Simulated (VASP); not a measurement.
# HgTe (I-4m2) in VASP: a series of runs

Runs on HgTe. Level: PBEsol. Tasks: single point.

Program: VASP 6.6.1. These are calculated values, not measurements. Logs are shortened: lines on timing, memory, paths and dates and some standing lists are left out, and cuts for length are marked.

### Step 1. The cell of the first run

The structure is tetragonal, space group I-4m2 (No. 119). The conventional cell has a = 4.194 Å, b = 4.194 Å, c = 6.705 Å, α = 90.00°, β = 90.00°, γ = 90.00°. Within 3.5 Å of Hg (site symmetry -4m2) lie 4 Te at 2.68 Å. Te (site symmetry -4m2) has 4 Hg at 2.68 Å within 3.5 Å.

### Step 2. Single point, PBEsol (strain -0.080 along x and y, +0.040 along z)

The input, INCAR:

```
SYSTEM = HgTe
PREC = Accurate ; ENCUT = 520
EDIFF = 1E-7 ; ISMEAR = 0
SIGMA = 0.15 ; LREAL = .FALSE.
LASPH = .TRUE. ; NELM = 80
ALGO = Normal ; ISIF = 2
LWAVE = .FALSE. ; LCHARG = .TRUE.
GGA = PS ; LELF = .TRUE.
LVHAR = .TRUE. ; NBANDS = 16
```

The input, KPOINTS:

```
Automatic mesh
0
G
  14 14 14
  0 0 0
```

The input, POSCAR:

```
HgTe
1.0
    0.0000000000      2.9656200000      3.3524400000
    2.9656200000      0.0000000000      3.3524400000
    2.9656200000      2.9656200000      0.0000000000
Hg Te
1 1
Direct
    0.0000000000      0.0000000000      0.0000000000
    0.7500000000      0.7500000000      0.7500000000
```

Potentials or basis: VASP PAW PBE potentials, release 64 (Hg, Te).

Command:

```sh
cat potpaw_PBE.64/Hg/POTCAR potpaw_PBE.64/Te/POTCAR > POTCAR
mpirun -np 1 vasp_std > vasp.out
```

OUTCAR:

```text
SYSTEM = HgTe
   PREC = Accurate
   ENCUT = 520
   EDIFF = 1E-7
   ISMEAR = 0
   LREAL = .FALSE.
   LASPH = .TRUE.
   NELM = 80
   ISIF = 2
   GGA = PS

 ion  position               nearest neighbor table
   1  0.000  0.000  0.000-   2 2.68   2 2.68   2 2.68   2 2.68
   2  0.750  0.750  0.750-   1 2.68   1 2.68   1 2.68   1 2.68

  LATTYP: Found a body centered tetragonal cell.
 ALAT       =     4.1940200248
 C/A-ratio  =     1.5986762009

  Lattice vectors:

 A1 = (  -2.9656200000,   0.0000000000,   3.3524400000)
 A2 = (   2.9656200000,   0.0000000000,   3.3524400000)
 A3 = (   0.0000000000,   2.9656200000,  -3.3524400000)

Analysis of symmetry for initial positions (statically):
=====================================================================
 Subroutine PRICEL returns:
 Original cell was already a primitive cell.

 Routine SETGRP: Setting up the symmetry group for a
 body centered tetragonal supercell.

 Subroutine GETGRP returns: Found  8 space group operations
 (whereof  8 operations were pure point group operations)
 out of a pool of 16 trial point group operations.

The static configuration has the point symmetry D_2d.

Analysis of symmetry for dynamics (positions and initial velocities):
=====================================================================
 Subroutine PRICEL returns:
 Original cell was already a primitive cell.

 Routine SETGRP: Setting up the symmetry group for a
 body centered tetragonal supercell.

 Subroutine GETGRP returns: Found  8 space group operations
 (whereof  8 operations were pure point group operations)
 out of a pool of 16 trial point group operations.

The dynamic configuration has the point symmetry D_2d.

 Subroutine INISYM returns: Found  8 space group operations
 (whereof  8 operations are pure point group operations),
 and found     1 'primitive' translations

----------------------------------------------------------------------------------------

                                     Primitive cell

  volume of cell :      58.9688

  direct lattice vectors                    reciprocal lattice vectors
     0.000000000  2.965620000  3.352440000    -0.168598809  0.168598809  0.149145100
     2.965620000  0.000000000  3.352440000     0.168598809 -0.168598809  0.149145100
     2.965620000  2.965620000  0.000000000     0.168598809  0.168598809 -0.149145100

  length of vectors
     4.475908392  4.475908392  4.194020025     0.281239005  0.281239005  0.281239005

  position of ions in fractional coordinates (direct lattice)
     0.000000000  0.000000000  0.000000000
     0.750000000  0.750000000  0.750000000

  ion indices of the primitive-cell ions
   primitive index   ion index
                 1           1
                 2           2

----------------------------------------------------------------------------------------

 KPOINTS: Automatic mesh

Automatic generation of k-mesh.
 Grid dimensions read from file:
 generate k-points for:   14   14   14

 Generating k-lattice:

  Cartesian coordinates                     Fractional coordinates (reciprocal lattice)
    -0.012042772  0.012042772  0.010653221     0.071428571  0.000000000  0.000000000
     0.012042772 -0.012042772  0.010653221     0.000000000  0.071428571  0.000000000
     0.012042772  0.012042772 -0.010653221    -0.000000000 -0.000000000  0.071428571

  Length of vectors
     0.020088500  0.020088500  0.020088500

  Shift w.r.t. Gamma in fractional coordinates (k-lattice)
     0.000000000  0.000000000  0.000000000

 Subroutine IBZKPT returns following result:
 ===========================================

 Found    244 irreducible k-points:

 Following reciprocal coordinates:
            Coordinates               Weight
  0.000000  0.000000  0.000000      1.000000
  0.071429  0.000000  0.000000      8.000000
  0.142857  0.000000  0.000000      8.000000
  0.214286  0.000000  0.000000      8.000000
  0.285714  0.000000  0.000000      8.000000
  0.357143  0.000000  0.000000      8.000000
[... 16 lines left out ...]
  0.214286  0.142857  0.000000      8.000000
  0.285714  0.142857  0.000000      8.000000
 [... further k-points ...]
   k-points           NKPTS =    244   k-points in BZ     NKDIM =    244   number of bands    NBANDS=     16
   number of dos      NEDOS =    301   number of ions     NIONS =      2
   total plane-waves  NPLWV =  41472
   dimension x,y,z NGX =    36 NGY =   36 NGZ =   32
   dimension x,y,z NGXF=    72 NGYF=   72 NGZF=   64
   ions per type =               1   1
   NGX,Y,Z   is equivalent  to a cutoff of  13.37, 13.37, 12.68 a.u.
   NGXF,Y,Z  is equivalent  to a cutoff of  26.74, 26.74, 25.37 a.u.
 SYSTEM =  HgTe
   PREC   = accura    normal or accurate (medium, high low for compatibility)
   ISTART =      0    job   : 0-new  1-cont  2-samecut
   ICHARG =      2    charge: 1-file 2-atom 10-const
   ISPIN  =      1    spin polarized calculation?
   LNONCOLLINEAR =      F non collinear calculations
   LSORBIT =      F    spin-orbit coupling
   LASPH  =      T    aspherical Exc in radial PAW
   ENCUT  =  520.0 eV  38.22 Ry    6.18 a.u.   8.32  8.32  7.80*2*pi/ulx,y,z
   NELM   =     80;   NELMIN=  2; NELMDL= -5     # of ELM steps
   EDIFF  = 0.1E-06   stopping-criterion for ELM
   LREAL  =      F    real-space projection
   EDIFFG = 0.1E-05   stopping-criterion for IOM
   NSW    =      0    number of steps for IOM
   IBRION =     -1    ionic relax: 0-MD 1-quasi-New 2-CG
   NFREE  =      0    steps in history (QN), initial steepest desc. (CG)
   ISIF   =      2    stress and relaxation
   ISYM   =      2    0-nonsym 1-usesym 2-fastsym
   POTIM  = 0.5000    time-step for ionic-motion
   TEBEG  =    0.0;   TEEND  =   0.0 temperature during run
   PSTRESS=    0.0 pullay stress
   NELECT =      18.0000    total number of electrons
   NUPDOWN=      -1.0000    fix difference up-down
   EMIN   =  10.00;   EMAX   =-10.00  energy-range for DOS
   EFERMI =   0.00;   METHOD = LEGACY
   ISMEAR =     0;   SIGMA  =   0.15  broadening in eV -4-tet -1-fermi 0-gaus
   EFERMI_NEDOS =   21; number of points for ismear=-14 and -15
   IALGO  =     38    algorithm
   IMIX   =      4    mixing-type and parameters
     AMIX     =   0.40;   BMIX     =  1.00
     AMIX_MAG =   1.60;   BMIX_MAG =  1.00
  volume/ion in A,a.u.               =      29.48       198.97
  Fermi-wavevector in a.u.,A,eV,Ry     =   1.102279  2.083006 16.531347  1.215020
  Thomas-Fermi vector in A             =   2.238720
   LORBIT       =      0    0 simple, 1 ext, 2 COOP (PROOUT), +10 PAW based schemes
   GGA     = PS    functional components
   LHFCALC =     F    Hartree Fock is set to
   AEXX    =    0.0000 exact exchange contribution
   IVDW    =     0    specifies the selected vdW correction
   LEPSILON=     F    determine dielectric tensor
   LRPA    =     F    only Hartree local field effects (RPA)
 non-spin polarized calculation
 Gauss-broadening in eV      SIGMA  =   0.15
  energy-cutoff  :      520.00
  volume of cell :       58.97
 maximum number of plane-waves:      1613
 NGX is ok and might be reduce to    36
   NGX = 17   NGY = 17   NGZ = 15

 number of electron      17.9999999 magnetization

 Free energy of the ion-electron system (eV)
  ---------------------------------------------------
  ext. energy  EPLUGINS =         0.00000000
  ---------------------------------------------------
  free energy    TOTEN  =        -4.08293774 eV

  energy without entropy =       -4.08272068  energy(sigma->0) =       -4.08282921

 E-fermi :   4.7535     XC(G=0):  -9.5824

 val. band max:        4.6643381114   @ k =   0.0000   0.0000   0.0000
 cond. band min:       4.9844275997   @ k =   0.5000   0.0000   0.0000
 fundamental gap:      0.3200894883
 Fermi energy:         4.7534573445

 k-point     1 :       0.0000    0.0000    0.0000
  band No.  band energies     occupation
      1      -8.5838      2.00000
      2      -3.7345      2.00000
      3      -3.6848      2.00000
      4      -3.6848      2.00000
      5      -3.0805      2.00000
      6      -2.9439      2.00000
[... 8 lines left out ...]
     15      13.0044      0.00000
     16      13.1327      0.00000

 k-point     2 :       0.0714    0.0000    0.0000
  band No.  band energies     occupation
      1      -8.5495      2.00000
      2      -3.7299      2.00000
      3      -3.6760      2.00000
      4      -3.6747      2.00000
      5      -3.0790      2.00000
      6      -2.9475      2.00000
[... 8 lines left out ...]
     15      12.6155      0.00000
     16      13.7696      0.00000

 k-point     3 :       0.1429    0.0000    0.0000
  band No.  band energies     occupation
      1      -8.4513      2.00000
      2      -3.7160      2.00000
      3      -3.6465      2.00000
      4      -3.6459      2.00000
      5      -3.0728      2.00000
      6      -2.9567      2.00000
[... 8 lines left out ...]
     15      12.6973      0.00000
     16      13.6236      0.00000

 k-point     4 :       0.2143    0.0000    0.0000
  band No.  band energies     occupation
      1      -8.3036      2.00000
      2      -3.6884      2.00000
      3      -3.6067      2.00000
      4      -3.5879      2.00000
      5      -3.0573      2.00000
      6      -2.9680      2.00000
[... 8 lines left out ...]
     15      13.0459      0.00000
     16      13.2613      0.00000

 k-point     5 :       0.2857    0.0000    0.0000
  band No.  band energies     occupation
      1      -8.1312      2.00000
      2      -3.6514      2.00000
      3      -3.5644      2.00000
      4      -3.4803      2.00000
      5      -3.0278      2.00000
      6      -2.9770      2.00000
[... 8 lines left out ...]
     15      13.2213      0.00000
     16      13.2774      0.00000

 k-point     6 :       0.3571    0.0000    0.0000
  band No.  band energies     occupation
      1      -7.9677      2.00000
      2      -3.6222      2.00000
      3      -3.5289      2.00000
      4      -3.2918      2.00000
      5      -2.9810      2.00000
      6      -2.9768      2.00000
[... 8 lines left out ...]
     15      13.5243      0.00000
     16      13.8980      0.00000

 k-point     7 :       0.4286    0.0000    0.0000
  band No.  band energies     occupation
      1      -7.8500      2.00000
      2      -3.6065      2.00000
      3      -3.5064      2.00000
      4      -3.0887      2.00000
      5      -2.9808      2.00000
      6      -2.8301      2.00000
[... 8 lines left out ...]
     15      14.0423      0.00000
     16      14.6444      0.00000

 k-point     8 :       0.5000    0.0000    0.0000
  band No.  band energies     occupation
      1      -7.8071      2.00000
      2      -3.6018      2.00000
      3      -3.4988      2.00000
      4      -3.0365      2.00000
      5      -2.9801      2.00000
      6      -2.5950      2.00000
[... 8 lines left out ...]
     15      14.3702      0.00000
     16      14.8814      0.00000

 k-point     9 :       0.0714    0.0714    0.0000
  band No.  band energies     occupation
      1      -8.5430      2.00000
      2      -3.7350      2.00000
      3      -3.6665      2.00000
      4      -3.6665      2.00000
      5      -3.0888      2.00000
      6      -2.9417      2.00000
[... 8 lines left out ...]
     15      12.0055      0.00000
     16      14.3339      0.00000
[... 172 lines left out ...]
 k-point    19 :      -0.2143    0.0714    0.0000
  band No.  band energies     occupation
      1      -8.2121      2.00000
      2      -3.6887      2.00000
      3      -3.5921      2.00000
      4      -3.5416      2.00000
      5      -3.0105      2.00000
      6      -2.9883      2.00000
[... 8 lines left out ...]
     15      12.8141      0.00000
     16      13.5232      0.00000

 k-point    20 :      -0.1429    0.0714    0.0000
  band No.  band energies     occupation
      1      -8.3706      2.00000
      2      -3.7184      2.00000
      3      -3.6326      2.00000
      4      -3.6100      2.00000
      5      -3.0444      2.00000
      6      -2.9747      2.00000
[... 8 lines left out ...]
     15      13.0393      0.00000
     16      13.3102      0.00000

 k-point    21 :      -0.0714    0.0714    0.0000
  band No.  band energies     occupation
      1      -8.4892      2.00000
      2      -3.7265      2.00000
      3      -3.6624      2.00000
      4      -3.6567      2.00000
      5      -3.0654      2.00000
      6      -2.9595      2.00000
[... 8 lines left out ...]
     15      13.1861      0.00000
     16      13.5330      0.00000

 k-point    22 :       0.1429    0.1429    0.0000
  band No.  band energies     occupation
      1      -8.4250      2.00000
      2      -3.7328      2.00000
      3      -3.6138      2.00000
      4      -3.6138      2.00000
      5      -3.1102      2.00000
      6      -2.9354      2.00000
[... 8 lines left out ...]
     15      12.1669      0.00000
     16      15.1668      0.00000

 k-point    23 :       0.2143    0.1429    0.0000
  band No.  band energies     occupation
      1      -8.3216      2.00000
      2      -3.7153      2.00000
      3      -3.5749      2.00000
      4      -3.5741      2.00000
      5      -3.1176      2.00000
      6      -2.9347      2.00000
[... 8 lines left out ...]
     15      12.9409      0.00000
     16      14.6395      0.00000

 k-point    24 :       0.2857    0.1429    0.0000
  band No.  band energies     occupation
      1      -8.1763      2.00000
      2      -3.6700      2.00000
      3      -3.5294      2.00000
      4      -3.5159      2.00000
      5      -3.1107      2.00000
      6      -2.9389      2.00000
[... 8 lines left out ...]
     15      13.5704      0.00000
     16      14.2939      0.00000

 [... further k-points ...]
[... 5 lines left out ...]
  --------------------------------------------------------------------------------------
  -------------------------------------------------------------------------------------
  Total        3.7430830      3.7430830      3.1652170      0.0000000      0.0000000      0.0000000
  in kB      101.6993141    101.6993141     85.9987349      0.0000000      0.0000000      0.0000000
  external PRESSURE =      96.4657877 kB  Pullay stress =       0.0000000 kB

 VOLUME and BASIS-vectors are now :
 -----------------------------------------------------------------------------
  energy-cutoff  :      520.00
  volume of cell :       58.97
      direct lattice vectors                 reciprocal lattice vectors
     0.000000000  2.965620000  3.352440000    -0.168598809  0.168598809  0.149145100
     2.965620000  0.000000000  3.352440000     0.168598809 -0.168598809  0.149145100
     2.965620000  2.965620000  0.000000000     0.168598809  0.168598809 -0.149145100

 POSITION                                       TOTAL-FORCE (eV/Angst)
 -----------------------------------------------------------------------------------
      0.00000      0.00000      0.00000        -0.000000     -0.000000     -0.000000
      4.44843      4.44843      5.02866         0.000000      0.000000      0.000000
 -----------------------------------------------------------------------------------
    total drift:                                0.000000      0.000000      0.000000

  FREE ENERGIE OF THE ION-ELECTRON SYSTEM (eV)
  ---------------------------------------------------
  free  energy   TOTEN  =        -4.0829377413 eV

  energy  without entropy=       -4.0827206781  energy(sigma->0) =       -4.08282921
```

It took 2.9 min on 1 thread of Intel Xeon Platinum 8488C (Sapphire Rapids), shared host; peak memory 0.38 GiB.

What came out:

```
Free energy            : -4.0829 eV
Pressure               : 9.6 GPa
Band gap on the k mesh : zero (filled and empty bands touch)
```

Stress tensor (GPa, compression positive):
```
10.17  0.00  0.00
 0.00 10.17  0.00
 0.00  0.00  8.60
```

Caveat: the cell differs from its parent crystal (strain -0.080 along x and y, +0.040 along z); the PAW data sets were made with another functional, which shifts forces and pressure a little; spin-orbit coupling is left out, which moves the levels of the heavy elements.

### Step 3. Single point, PBEsol (strain -0.080 along x and y, +0.080 along z)

The input, INCAR:

```
  PREC = Accurate
  ENCUT = 520
  EDIFF = 1E-6
  ISMEAR = 0
  SIGMA = 0.15
  LREAL = False
  LASPH = True
  NELM = 80
  ALGO = Normal
  ISIF = 2
  LWAVE = False
  LCHARG = False
  GGA = PS
  NBANDS = 16
```

The input, KPOINTS:

```
Automatic mesh
0
Gamma
  14 14 14
```

The input, POSCAR:

```
HgTe
1.0
    0.0000000000      2.9656200000      3.4813800000
    2.9656200000      0.0000000000      3.4813800000
    2.9656200000      2.9656200000      0.0000000000
Hg Te
1 1
Direct
    0.0000000000      0.0000000000      0.0000000000
    0.7500000000      0.7500000000      0.7500000000
```

Potentials or basis: VASP PAW PBE potentials, release 64 (Hg, Te).

Command:

```sh
cat potpaw_PBE.64/Hg/POTCAR potpaw_PBE.64/Te/POTCAR > POTCAR
mpirun -np 1 vasp_std > vasp.out
```

It took 2.1 min on 1 thread of Intel Xeon Platinum 8488C (Sapphire Rapids), shared host; peak memory 0.38 GiB.

The run converged. Its results:

| Property | Result |
| --- | --- |
| Free energy | -4.1758 eV |
| Pressure | 6.3 GPa |
| Band gap on the k mesh | zero (filled and empty bands touch) |

Stress tensor (GPa, compression positive):
```
7.25 0.00 0.00
0.00 7.25 0.00
0.00 0.00 4.53
```

Levels at points of the mesh, in eV from the Fermi level:
| k point | band 6 | band 7 | band 8 | band 9 | band 10 | band 11 | band 12 | band 13 |
| --- | --- | --- | --- | --- | --- | --- | --- | --- |
| (0.00, 0.00, 0.00) | -7.46 | -0.94 | -0.91 | -0.06 | -0.06 | 3.89 | 3.90 | 3.90 |
| (0.50, 0.00, 0.00) | -7.14 | -6.38 | -1.90 | -0.98 | 0.15 | 4.43 | 5.18 | 6.56 |
| (0.50, 0.50, 0.00) | -7.23 | -6.79 | -2.44 | -2.44 | 2.33 | 2.49 | 7.37 | 8.91 |
| (0.50, 0.00, 0.50) | -6.88 | -5.88 | -3.37 | -2.92 | 1.11 | 1.59 | 7.97 | 8.25 |

Caveat: the cell differs from its parent crystal (strain -0.080 along x and y, +0.080 along z); the PAW data sets were made with another functional, which shifts forces and pressure a little; spin-orbit coupling is left out, which moves the levels of the heavy elements.
